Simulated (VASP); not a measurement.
# O (R-3m) in VASP: single point with r2SCAN

Aim: the single point of O with r2SCAN.

Everything below comes from runs of VASP 6.6.1. Logs are shortened: lines on timing, memory, paths and dates and some standing lists are left out, and cuts for length are marked.

### 1 The cell of the first run

Symmetry: R-3m, No. 166, trigonal system. Conventional cell: a = 2.465 Å, b = 2.465 Å, c = 11.885 Å, α = 90.00°, β = 90.00°, γ = 120.00°. Within 1.6 Å of O (site symmetry 3m) lie 1 O at 1.20 Å.

### 2 Single point, r2SCAN

The input, POSCAR:

```
O
1.0
    1.2323133570      0.7114764484      3.9616987310
   -1.2323133570      0.7114764484      3.9616987310
    0.0000000000     -1.4229528968      3.9616987310
O
2
Direct
    0.0505586030      0.0505586030      0.0505586030
    0.9494413970      0.9494413970      0.9494413970
```

The input, INCAR.step1:

```
SYSTEM = O
  PREC = Accurate
  ENCUT = 520
  ISMEAR = 0
  SIGMA = 0.1
  LREAL = .False.
  LASPH = .True.
  NELM = 100
  NBANDS = 13
  GGA = PE
  ALGO = Normal
  EDIFF = 1E-4
  LWAVE = .True.
  LCHARG = .False.
```

The input, INCAR.step2:

```
SYSTEM = O
  PREC = Accurate
  ENCUT = 520
  EDIFF = 1E-6
  ISMEAR = 0
  SIGMA = 0.1
  LREAL = .False.
  LASPH = .True.
  NELM = 100
  ALGO = Normal
  ISIF = 2
  LWAVE = .False.
  LCHARG = .False.
  METAGGA = R2SCAN
  LMIXTAU = .True.
  NBANDS = 13
  ISTART = 1
```

The input, KPOINTS:

```
regular mesh
0
Gamma
  21 21 21
  0 0 0
```

Potentials or basis: VASP PAW PBE potentials, release 64 (O).

Run with:

```bash
cat potpaw_PBE.64/O/POTCAR > POTCAR
cp INCAR.step1 INCAR
mpirun -np 1 vasp_std > vasp.out
cp INCAR.step2 INCAR
mpirun -np 1 vasp_std > vasp.out
```

OUTCAR:

```text
SYSTEM = O
   PREC = Accurate
   ENCUT = 520
   EDIFF = 1E-6
   ISMEAR = 0
   LREAL = .False.
   LASPH = .True.
   NELM = 100
   ISIF = 2
   METAGGA = R2SCAN
   ISTART = 1

 ion  position               nearest neighbor table
   1  0.051  0.051  0.051-   2 1.20
   2  0.949  0.949  0.949-   1 1.20

  LATTYP: Found a trigonal (rhomboedric) cell.
 ALAT       =     4.2094954308
 COS(alpha) =     0.8285994456

  Lattice vectors:

 A1 = (   1.2323133570,   0.7114764484,   3.9616987310)
 A2 = (  -1.2323133570,   0.7114764484,   3.9616987310)
 A3 = (   0.0000000000,  -1.4229528968,   3.9616987310)

Analysis of symmetry for initial positions (statically):
=====================================================================
 Subroutine PRICEL returns:
 Original cell was already a primitive cell.

 Routine SETGRP: Setting up the symmetry group for a
 trigonal (rhombohedral) supercell.

 Subroutine GETGRP returns: Found 12 space group operations
 (whereof 12 operations were pure point group operations)
 out of a pool of 12 trial point group operations.

The static configuration has the point symmetry D_3d.

Analysis of symmetry for dynamics (positions and initial velocities):
=====================================================================
 Subroutine PRICEL returns:
 Original cell was already a primitive cell.

 Routine SETGRP: Setting up the symmetry group for a
 trigonal (rhombohedral) supercell.

 Subroutine GETGRP returns: Found 12 space group operations
 (whereof 12 operations were pure point group operations)
 out of a pool of 12 trial point group operations.

The dynamic configuration has the point symmetry D_3d.

 Subroutine INISYM returns: Found 12 space group operations
 (whereof 12 operations are pure point group operations),
 and found     1 'primitive' translations

----------------------------------------------------------------------------------------

                                     Primitive cell

  volume of cell :      20.8408

  direct lattice vectors                    reciprocal lattice vectors
     1.232313357  0.711476448  3.961698731     0.405740956  0.234254650  0.084138991
    -1.232313357  0.711476448  3.961698731    -0.405740956  0.234254650  0.084138991
     0.000000000 -1.422952897  3.961698731     0.000000000 -0.468509301  0.084138991

  length of vectors
     4.209495431  4.209495431  4.209495431     0.476004553  0.476004553  0.476004553

  position of ions in fractional coordinates (direct lattice)
     0.050558603  0.050558603  0.050558603
     0.949441397  0.949441397  0.949441397

  ion indices of the primitive-cell ions
   primitive index   ion index
                 1           1
                 2           2

----------------------------------------------------------------------------------------

 KPOINTS: regular mesh

Automatic generation of k-mesh.
 Grid dimensions read from file:
 generate k-points for:   21   21   21

 Generating k-lattice:

  Cartesian coordinates                     Fractional coordinates (reciprocal lattice)
     0.019320998  0.011154983  0.004006619     0.047619048  0.000000000  0.000000000
    -0.019320998  0.011154983  0.004006619     0.000000000  0.047619048  0.000000000
     0.000000000 -0.022309967  0.004006619     0.000000000  0.000000000  0.047619048

  Length of vectors
     0.022666883  0.022666883  0.022666883

  Shift w.r.t. Gamma in fractional coordinates (k-lattice)
     0.000000000  0.000000000  0.000000000

 Subroutine IBZKPT returns following result:
 ===========================================

 Found    891 irreducible k-points:

 Following reciprocal coordinates:
            Coordinates               Weight
  0.000000  0.000000  0.000000      1.000000
  0.047619  0.000000  0.000000      6.000000
  0.095238  0.000000  0.000000      6.000000
  0.142857  0.000000  0.000000      6.000000
  0.190476  0.000000  0.000000      6.000000
  0.238095  0.000000  0.000000      6.000000
[... 16 lines left out ...]
 -0.428571  0.047619 -0.000000     12.000000
 -0.380952  0.047619 -0.000000     12.000000
 [... further k-points ...]
   k-points           NKPTS =    891   k-points in BZ     NKDIM =    891   number of bands    NBANDS=     13
   number of dos      NEDOS =    301   number of ions     NIONS =      2
   total plane-waves  NPLWV =  32768
   dimension x,y,z NGX =    32 NGY =   32 NGZ =   32
   dimension x,y,z NGXF=    64 NGYF=   64 NGZF=   64
   ions per type =               2
   NGX,Y,Z   is equivalent  to a cutoff of  12.64, 12.64, 12.64 a.u.
   NGXF,Y,Z  is equivalent  to a cutoff of  25.28, 25.28, 25.28 a.u.
 SYSTEM =  O
   PREC   = accura    normal or accurate (medium, high low for compatibility)
   ISTART =      1    job   : 0-new  1-cont  2-samecut
   ICHARG =      0    charge: 1-file 2-atom 10-const
   ISPIN  =      1    spin polarized calculation?
   LNONCOLLINEAR =      F non collinear calculations
   LSORBIT =      F    spin-orbit coupling
   LASPH  =      T    aspherical Exc in radial PAW
   ENCUT  =  520.0 eV  38.22 Ry    6.18 a.u.   7.83  7.83  7.83*2*pi/ulx,y,z
   NELM   =    100;   NELMIN=  2; NELMDL=  0     # of ELM steps
   EDIFF  = 0.1E-05   stopping-criterion for ELM
   LREAL  =      F    real-space projection
   EDIFFG = 0.1E-04   stopping-criterion for IOM
   NSW    =      0    number of steps for IOM
   IBRION =     -1    ionic relax: 0-MD 1-quasi-New 2-CG
   NFREE  =      0    steps in history (QN), initial steepest desc. (CG)
   ISIF   =      2    stress and relaxation
   ISYM   =      2    0-nonsym 1-usesym 2-fastsym
   POTIM  = 0.5000    time-step for ionic-motion
   TEBEG  =    0.0;   TEEND  =   0.0 temperature during run
   PSTRESS=    0.0 pullay stress
   NELECT =      12.0000    total number of electrons
   NUPDOWN=      -1.0000    fix difference up-down
   EMIN   =  10.00;   EMAX   =-10.00  energy-range for DOS
   EFERMI =   0.00;   METHOD = LEGACY
   ISMEAR =     0;   SIGMA  =   0.10  broadening in eV -4-tet -1-fermi 0-gaus
   EFERMI_NEDOS =   21; number of points for ismear=-14 and -15
   IALGO  =     38    algorithm
   IMIX   =      4    mixing-type and parameters
     AMIX     =   0.40;   BMIX     =  1.00
     AMIX_MAG =   1.60;   BMIX_MAG =  1.00
  volume/ion in A,a.u.               =      10.42        70.32
  Fermi-wavevector in a.u.,A,eV,Ry     =   1.361958  2.573728 25.237858  1.854930
  Thomas-Fermi vector in A             =   2.488489
   LORBIT       =      0    0 simple, 1 ext, 2 COOP (PROOUT), +10 PAW based schemes
   METAGGA = R2SCAN    functional components
   LHFCALC =     F    Hartree Fock is set to
   AEXX    =    0.0000 exact exchange contribution
   IVDW    =     0    specifies the selected vdW correction
   LEPSILON=     F    determine dielectric tensor
   LRPA    =     F    only Hartree local field effects (RPA)
 non-spin polarized calculation
 Gauss-broadening in eV      SIGMA  =   0.10
  energy-cutoff  :      520.00
  volume of cell :       20.84
 maximum number of plane-waves:       578
   NGX = 15   NGY = 15   NGZ = 15

 number of electron      12.0000001 magnetization

 Free energy of the ion-electron system (eV)
  ---------------------------------------------------
  ext. energy  EPLUGINS =         0.00000000
  ---------------------------------------------------
  free energy    TOTEN  =       -11.35824271 eV

  energy without entropy =      -11.35368308  energy(sigma->0) =      -11.35596289

 E-fermi :   0.9493     XC(G=0): -10.4296

 val. band max:        0.9477841653   @ k =  -0.2857  -0.4762   0.1905
 cond. band min:       0.9521333995   @ k =  -0.4762   0.3333  -0.0000
 fundamental gap:      0.0043492342
 Fermi energy:         0.9492993898

 k-point     1 :       0.0000    0.0000    0.0000
  band No.  band energies     occupation
      1     -28.6893      2.00000
      2     -15.2111      2.00000
      3      -8.5529      2.00000
      4      -4.5801      2.00000
      5      -4.5801      2.00000
      6       2.3928      0.00000
      7       2.3928      0.00000
      8      11.9022      0.00000
      9      12.3009      0.00000
     10      13.9318      0.00000
     11      21.3526      0.00000
     12      27.5664      0.00000
     13      27.5664      0.00000

 k-point     2 :       0.0476    0.0000    0.0000
  band No.  band energies     occupation
      1     -28.6671      2.00000
      2     -15.1840      2.00000
      3      -8.5358      2.00000
      4      -4.6780      2.00000
      5      -4.6022      2.00000
      6       2.3088      0.00000
      7       2.3746      0.00000
      8      11.8660      0.00000
      9      12.3890      0.00000
     10      14.0691      0.00000
     11      21.4297      0.00000
     12      26.8241      0.00000
     13      27.7087      0.00000

 k-point     3 :       0.0952    0.0000    0.0000
  band No.  band energies     occupation
      1     -28.6026      2.00000
      2     -15.1042      2.00000
      3      -8.4884      2.00000
      4      -4.9545      2.00000
      5      -4.6661      2.00000
      6       2.0656      0.00000
      7       2.3219      0.00000
      8      11.7963      0.00000
      9      12.6056      0.00000
     10      14.4650      0.00000
     11      21.6458      0.00000
     12      25.3965      0.00000
     13      28.1316      0.00000
[... 305 lines left out ...]
 k-point    23 :      -0.4286    0.0476   -0.0000
  band No.  band energies     occupation
      1     -27.6118      2.00000
      2     -13.7922      2.00000
      3      -9.1385      2.00000
      4      -6.8191      2.00000
      5      -5.5588      2.00000
      6      -1.1487      2.00000
      7       1.5699      0.00000
      8      12.0158      0.00000
      9      15.5189      0.00000
     10      16.7452      0.00000
     11      19.5206      0.00000
     12      22.9498      0.00000
     13      23.9808      0.00000

 k-point    24 :      -0.3810    0.0476   -0.0000
  band No.  band energies     occupation
      1     -27.6896      2.00000
      2     -13.8977      2.00000
      3      -8.9735      2.00000
      4      -6.8342      2.00000
      5      -5.5009      2.00000
      6      -0.9211      2.00000
      7       1.6217      0.00000
      8      12.0246      0.00000
      9      14.9810      0.00000
     10      17.0927      0.00000
     11      20.0260      0.00000
     12      22.7298      0.00000
     13      23.9239      0.00000

 [... further k-points ...]

------------------------ aborting loop because EDIFF is reached ----------------------------------------

  FORCE on cell =-STRESS in cart. coord.  units (eV):
  Direction    XX          YY          ZZ          XY          YZ          ZX
  --------------------------------------------------------------------------------------
  -------------------------------------------------------------------------------------
  Total       -0.0542683     -0.0542683      1.7808197      0.0000000     -0.0000000      0.0000000
  in kB       -4.1719826     -4.1719826    136.9040027      0.0000000     -0.0000000      0.0000000
  external PRESSURE =      42.8533458 kB  Pullay stress =       0.0000000 kB

 VOLUME and BASIS-vectors are now :
 -----------------------------------------------------------------------------
  energy-cutoff  :      520.00
  volume of cell :       20.84
      direct lattice vectors                 reciprocal lattice vectors
     1.232313357  0.711476448  3.961698731     0.405740956  0.234254650  0.084138991
    -1.232313357  0.711476448  3.961698731    -0.405740956  0.234254650  0.084138991
     0.000000000 -1.422952897  3.961698731     0.000000000 -0.468509301  0.084138991

 POSITION                                       TOTAL-FORCE (eV/Angst)
 -----------------------------------------------------------------------------------
      0.00000      0.00000      0.60089         0.000000      0.000000      1.548448
      0.00000      0.00000     11.28420         0.000000      0.000000     -1.548448
 -----------------------------------------------------------------------------------
    total drift:                               -0.000000     -0.000000      0.000000

  FREE ENERGIE OF THE ION-ELECTRON SYSTEM (eV)
  ---------------------------------------------------
  free  energy   TOTEN  =       -11.3582427089 eV

  energy  without entropy=      -11.3536830800  energy(sigma->0) =      -11.35596289
```

Wall time 10 min (1 thread of Intel Xeon Platinum 8488C (Sapphire Rapids), shared host); peak memory 0.32 GiB.

What came out:

```yaml
Free_energy: -11.3582 eV
Pressure: 4.3 GPa
Largest_force: 1.548 eV/Å
Band_gap_on_the_k_mesh: zero (band 6 reaches 2.43 eV, above the bottom of band 7 at -0.16 eV)
```

Forces on the atoms (eV/Å):
```
O    0.000  0.000  1.548
O    0.000  0.000 -1.548
```

Levels at points of the mesh, in eV from the Fermi level:
| k point | band 3 | band 4 | band 5 | band 6 | band 7 | band 8 | band 9 | band 10 |
| --- | --- | --- | --- | --- | --- | --- | --- | --- |
| (0.00, 0.00, 0.00) | -9.50 | -5.53 | -5.53 | 1.44 | 1.44 | 10.95 | 11.35 | 12.98 |

Caveat: the standard files for N, O and F lose accuracy on very short bonds; spin is off for a triplet molecule; the PAW data sets were made with another functional, which shifts forces and pressure a little.
